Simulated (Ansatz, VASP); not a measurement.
## TaRu: VASP beside Ansatz

File INCAR:

```
SYSTEM = TaRu
ALGO = Fast
EDIFF = 1E-7
ENCUT = 520
ISIF = 2
ISMEAR = 0
LASPH = .TRUE.
LCHARG = .TRUE.
LELF = .TRUE.
LREAL = .FALSE.
LVHAR = .TRUE.
LWAVE = .FALSE.
NBANDS = 20
NELM = 100
PREC = Accurate
SIGMA = 0.15
```

KPOINTS

```
k-points
0
G
  18 18 12
  0 0 0
```

File POSCAR:

```
TaRu
1.0
    1.6706632200     -2.3416130000      0.0000000000
    1.6706632200      2.3416130000      0.0000000000
    0.0000000000      0.0000000000      4.1624230000
Ta Ru
1 1
Direct
    0.5000000000      0.5000000000      0.5000000000
    0.0000000000      0.0000000000      0.0000000000
```

Input for Ansatz:

```yaml
crystal:
  lattice:
    - [1.67066322, -2.341613, 0.0]
    - [1.67066322, 2.341613, 0.0]
    - [0.0, 0.0, 4.162423]
  atoms:
    - { symbol: Ta, position: [0.5, 0.5, 0.5] }
    - { symbol: Ru, position: [0.0, 0.0, 0.0] }
basis:
  ecutwfc: 420
kpoints:
  mp_grid: { grid: [18, 18, 12] }
hamiltonian:
  xc: lda
scf:
  occupations: { method: gaussian, width: 0.15 }
output:
  forces: true
  stress: true
  eigenvalues: true
```

Change from the starting cell: strain +0.0100 x Voigt [1, 0, 0, 0, 0, 0], atoms carried along.

Alike in both runs: task single point; functional LDA; k mesh 18 × 18 × 12; occupations gaussian, width 0.15 eV; no spin polarisation.

```csv
,VASP,Ansatz
version,VASP 6.6.1,Ansatz 0.2.0
potentials or method,"VASP PAW LDA potentials, release 64 (Ta_pv, Ru_pv), cutoff 520 eV","scalar-relativistic, plane waves, PAW"
valence electrons in the cell,25,29
```

|  | VASP | Ansatz | Ansatz less VASP |
| --- | --- | --- | --- |
| gap on the k mesh at the Fermi level (eV) | none | none | - |
| pressure (GPa) | -15.3 | -16.1 | -0.78 |
| traceless stress, the component that is largest in VASP (GPa) | -1.03 | -1.19 | -0.168 |

LDA's correlation is that of Perdew and Zunger in VASP and of Perdew and Wang (1992) in Ansatz. A gap of «none» marks a metal or a gap that the smearing closes. VASP's potentials hold 25 valence electrons a cell and Ansatz's 29, so a difference there can come from the potentials and not from the codes.

Neither program's run includes spin-orbit coupling.
